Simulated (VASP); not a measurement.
# HfZr3Se8 in VASP: notebook, part 2 of 2

VASP 6.6.1. Earlier steps stand in the parts before.

### Step 3. Single point, PBE

File INCAR:

```
ALGO = Normal
EDIFF = 1E-6
ENCUT = 500
GGA = PE
GGA_COMPAT = F
ISIF = 2
ISMEAR = 0
LASPH = T
LCHARG = F
LREAL = F
LWAVE = F
NBANDS = 59
NELM = 120
PREC = Accurate
SIGMA = 0.1
```

File KPOINTS:

```
k-points
0
Gamma
  6 6 1
```

File POSCAR:

```
HfZr3Se8
1.0
    3.7918739931      0.0000000000      0.0000000000
   -1.8959369966      3.2838592060      0.0000000000
    0.0000000000      0.0000000000     27.7062703000
Zr Hf Se
3 1 8
Direct
    0.0000000000      0.0000000000      0.0000000000
    0.0000000000      0.0000000000      0.2487830000
    0.0000000000      0.0000000000      0.7512170000
    0.0000000000      0.0000000000      0.5000000000
    0.6666666667      0.3333333333      0.1915390000
    0.6666666667      0.3333333333      0.4434240000
    0.6666666667      0.3333333333      0.6939750000
    0.6666666667      0.3333333333      0.9427550000
    0.3333333333      0.6666666667      0.0572450000
    0.3333333333      0.6666666667      0.3060250000
    0.3333333333      0.6666666667      0.5565760000
    0.3333333333      0.6666666667      0.8084610000
```

Potentials or basis: VASP PAW PBE potentials, release 64 (Zr_sv, Hf_pv, Se).

Command:

```sh
$ cat potpaw_PBE.64/Zr_sv/POTCAR potpaw_PBE.64/Hf_pv/POTCAR potpaw_PBE.64/Se/POTCAR > POTCAR
$ mpirun -np 1 vasp_std > vasp.out
```

Run time: 4 min. Hardware: 1 thread of Oxide Virtual Turin-like, shared host; peak memory 0.45 GiB.

The run converged. Its results:

| Quantity | Value |
| --- | --- |
| Free energy | -79.7151 eV |
| Pressure | 0.1 GPa |
| Largest force | 0.056 eV/Å |
| Band gap on the k mesh | 0.40 eV (least direct gap 1.09 eV) |

Forces on the atoms (eV/Å):
```
Zr   0.000  0.000  0.000
Zr   0.000  0.000  0.000
Zr   0.000  0.000  0.000
Hf   0.000  0.000  0.000
Se   0.000  0.000 -0.002
Se   0.000  0.000  0.056
Se   0.000  0.000 -0.002
Se   0.000  0.000 -0.003
Se   0.000  0.000  0.003
Se   0.000  0.000  0.002
Se   0.000  0.000 -0.056
Se   0.000  0.000  0.002
```

Stress tensor (GPa, compression positive):
```
 0.19  0.00  0.00
 0.00  0.19  0.00
 0.00  0.00 -0.08
```

Levels at points of the mesh, in eV from the valence-band top:
```
           k point  band 44  band 45  band 46  band 47  band 48  band 49  band 50  band 51
(0.00, 0.00, 0.00)    -0.02    -0.02     0.00     0.00     1.09     1.09     1.09     1.09
(0.50, 0.00, 0.00)    -1.22    -1.10    -1.07    -1.03     0.40     0.46     0.50     0.65
```

Caveat: semilocal functionals underestimate gaps, and a narrow one can read as zero; spin-orbit coupling is left out, which moves the levels of the heavy elements; this functional lacks dispersion, which binds layers or chains, so the pressure and a relaxed spacing across them are unreliable. A k mesh can miss the band edges.

### Step 4. Single point, PBE

This run uses another cell than the first one, of 28.98 Å³/atom.

File INCAR:

```
SYSTEM = HfZr3Se8
PREC = Accurate
ENCUT = 500
EDIFF = 1E-6
ISMEAR = 0
SIGMA = 0.1
LREAL = .FALSE.
LASPH = .TRUE.
NELM = 120
ALGO = Normal
ISIF = 2
LWAVE = .FALSE.
LCHARG = .FALSE.
GGA = PE
NBANDS = 59
GGA_COMPAT = .FALSE.
```

File KPOINTS:

```
Automatic mesh
0
G
  6 6 1
  0 0 0
```

File POSCAR:

```
HfZr3Se8
1.0
    3.7998893789      0.0002489948      0.0061858647
   -1.8998009081      3.2894269525      0.0030678681
    0.0448822481      0.0517849422     27.8184030386
Zr Hf Se
3 1 8
Direct
   -0.0076124012     -0.0181592900     -0.0008524751
   -0.0198020823     -0.0049561627      0.2476602976
    0.0154111440      0.0202552466      0.7514361714
    0.0123224952      0.0026006165      0.5017477474
    0.6495647686      0.3307619485      0.1907848686
    0.6806836958      0.3367068951      0.4455902545
    0.6837483867      0.3553332001      0.6945555487
    0.6608297547      0.3172964839      0.9422889226
    0.3233075918      0.6471215138      0.0560384483
    0.3119195228      0.6608107262      0.3045170962
    0.3434951019      0.6670464982      0.5579269391
    0.3461320221      0.6851823239      0.8083061809
```

Potentials or basis: VASP PAW PBE potentials, release 64 (Zr_sv, Hf_pv, Se).

Command:

```sh
$ cat potpaw_PBE.64/Zr_sv/POTCAR potpaw_PBE.64/Hf_pv/POTCAR potpaw_PBE.64/Se/POTCAR > POTCAR
$ mpirun -np 1 vasp_std > vasp.out
```

OUTCAR:

```text
SYSTEM = HfZr3Se8
   PREC = Accurate
   ENCUT = 500
   EDIFF = 1E-6
   ISMEAR = 0
   LREAL = .FALSE.
   LASPH = .TRUE.
   NELM = 120
   ISIF = 2
   GGA = PE

 ion  position               nearest neighbor table
   1  0.992  0.982  0.999-   8 2.70   8 2.70   9 2.70   9 2.71   9 2.71   8 2.71
   2  0.980  0.995  0.248-   5 2.70  10 2.70  10 2.70   5 2.70   5 2.71  10 2.71
   3  0.015  0.020  0.751-   7 2.70  12 2.70  12 2.70   7 2.70  12 2.71   7 2.71
   4  0.012  0.003  0.502-   6 2.69  11 2.69   6 2.69  11 2.69  11 2.69   6 2.70
   5  0.650  0.331  0.191-   2 2.70   2 2.70   2 2.71
   6  0.681  0.337  0.446-   4 2.69   4 2.69   4 2.70
   7  0.684  0.355  0.695-   3 2.70   3 2.70   3 2.71
[... 1468 lines left out ...]
  energy-cutoff  :      500.00
  volume of cell :      347.73
      direct lattice vectors                 reciprocal lattice vectors
     3.799889379  0.000248995  0.006185865     0.263156748  0.151986230 -0.000707505
    -1.899800908  3.289426952  0.003067868    -0.000018999  0.303993874 -0.000565865
     0.044882248  0.051784942 27.818403039    -0.000058515 -0.000067322  0.035947646

 POSITION                                       TOTAL-FORCE (eV/Angst)
 -----------------------------------------------------------------------------------
      1.95051      3.28168     27.80384        -0.002269      0.001451      0.005986
      1.84537      3.28619      6.89863         0.000754      0.002818     -0.003266
      0.05381      0.10555     20.90391        -0.002089     -0.000038     -0.002277
      0.06440      0.03454     13.95791         0.000835     -0.004316      0.003471
      1.84846      1.09806      5.31236         0.000306     -0.000124     -0.008406
      1.96685      1.13082     12.40085         0.002011      0.006398      0.033816
      1.95428      1.20498     19.32675         0.002511     -0.001078     -0.006170
      1.95057      1.09268     26.21803         0.003408      0.000031     -0.011227
      0.00165      2.13164      1.56289        -0.001836      0.000585      0.005964
     -0.05648      2.18954      8.47514         0.000385     -0.003200      0.013258
      0.06303      2.22318     15.52481        -0.003793     -0.001496     -0.040254
      0.04983      2.29580     22.49003        -0.000222     -0.001030      0.009106
 -----------------------------------------------------------------------------------
    total drift:                                0.000080      0.000239     -0.000130

  FREE ENERGIE OF THE ION-ELECTRON SYSTEM (eV)
  ---------------------------------------------------
  free  energy   TOTEN  =       -79.7160632345 eV

  energy  without entropy=      -79.7159474009  energy(sigma->0) =      -79.71600532
```

stdout:

```text
POSCAR found type information on POSCAR ZrHfSe
 POSCAR found :  3 types and      12 ions
 scaLAPACK will be used
 LDA part: xc-table for (Slater+PW92), standard interpolation
 POSCAR, INCAR and KPOINTS ok, starting setup
 FFT: planning ... GRIDC
 FFT: planning ... GRID_SOFT
 FFT: planning ... GRID
 WAVECAR not read
 entering main loop
```

Run time: 12 min. Hardware: 1 thread of Oxide Virtual Turin-like, shared host; peak memory 0.59 GiB.

Results:

| Item | Value |
| --- | --- |
| Free energy | -79.7161 eV |
| Pressure | 0.0 GPa |
| Largest force | 0.040 eV/Å |
| Band gap on the k mesh | 0.42 eV (least direct gap 1.10 eV) |

Forces on the atoms (eV/Å):
```
Zr  -0.002  0.001  0.006
Zr   0.001  0.003 -0.003
Zr  -0.002  0.000 -0.002
Hf   0.001 -0.004  0.003
Se   0.000  0.000 -0.008
Se   0.002  0.006  0.034
Se   0.003 -0.001 -0.006
Se   0.003  0.000 -0.011
Se  -0.002  0.001  0.006
Se   0.000 -0.003  0.013
Se  -0.004 -0.001 -0.040
Se   0.000 -0.001  0.009
```

Caveat: semilocal functionals underestimate gaps, and a narrow one can read as zero; spin-orbit coupling is left out, which moves the levels of the heavy elements. A k mesh can miss the band edges.
